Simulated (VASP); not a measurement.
# Pt: single point with PBE

Crystal: Pt.

```xyz
1
Lattice="2.8073 0.0000 0.0000 0.0000 6.8764 0.0000 1.4036 -2.2921 0.8104" Properties=species:S:1:pos:R:3 pbc="T T T"
Pt    0.0000    0.0000    0.0000
```

- Program: VASP 6.6.1
- Task: single point
- Functional: PBE
- Potentials or basis: VASP PAW PBE potentials, release 64 (Pt)
- Cutoff: 520 eV
- k mesh: 12 × 5 × 41
- Occupations: gaussian, width 0.1 eV
- Spin: no spin polarisation

```yaml
Pressure: -0.5 GPa
Band_gap_on_the_k_mesh: zero (bands 5 and 6 overlap by 2.03 eV)
```

Levels at points of the mesh, in eV from the Fermi level:
```
           k point  band 2  band 3  band 4  band 5  band 6  band 7  band 8  band 9
(0.00, 0.00, 0.00)   -3.56   -3.56   -3.56   -1.53   -1.53   14.74   19.50   19.50
(0.50, 0.00, 0.00)   -6.24    0.00    0.46    0.46    1.86    8.50   11.28   11.29
```

Wall time 9 min on 1 thread of Intel Xeon 8259CL, with other jobs on the host, peak memory 0.38 GiB.

Caveat: spin-orbit coupling is left out, which moves the levels of the heavy elements.
